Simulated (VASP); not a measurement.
Write the native input for VASP 6.6.1 that does the following.

```
Task                   : single point
Functional             : PBEsol
Potentials or basis    : VASP PAW PBE potentials, release 64 (Au)
Cutoff                 : 520 eV
k mesh                 : 20 × 20 × 10
Occupations            : gaussian, width 0.15 eV
Spin                   : no spin polarisation
Dipole correction      : no
Further INCAR settings : ALGO = Fast; EDIFF = 1e-07; NBANDS = 18
```

The structure of Au lies in POSCAR:

```
Au
1.0
    1.4113099650     -2.5559330250      0.0000000000
    1.4113099650      2.5559330250      0.0000000000
    0.0000000000      0.0000000000      4.8931696100
Au
2
Direct
    0.6415293444      0.2521864206      0.2500000000
    0.3346720300      0.6653279700      0.7500000000
```

This cell differs from its parent crystal: atom 1 (Au) moved by (-0.150, -0.150) A along x and y.

The input as run:

INCAR

```
SYSTEM = Au
  PREC = Accurate
  ENCUT = 520
  EDIFF = 1E-7
  ISMEAR = 0
  SIGMA = 0.15
  LREAL = .False.
  LASPH = .True.
  NELM = 80
  ALGO = Fast
  ISIF = 2
  LWAVE = .False.
  LCHARG = .False.
  GGA = PS
  NBANDS = 18
```

KPOINTS

```
regular mesh
0
Gamma
  20 20 10
  0 0 0
```

Potentials or basis: VASP PAW PBE potentials, release 64 (Au).

Run with:

```console
$ cat potpaw_PBE.64/Au/POTCAR > POTCAR
$ mpirun -np 1 vasp_std > vasp.out
```

Results of the run:

- Pressure: -4.9 GPa
- Largest force: 0.128 eV/Å
- Band gap on the k mesh: zero (bands 11 and 12 overlap by 6.36 eV)

Caveat: the cell differs from its parent crystal (atom 1 (Au) moved by (-0.150, -0.150) A along x and y); the cell stands under tension; the PAW data sets were made with another functional, which shifts forces and pressure a little; spin-orbit coupling is left out, which moves the levels of the heavy elements.

Wall time 17 min on 1 thread of Oxide Virtual Turin-like Processor (shared host), peak memory 0.64 GiB.
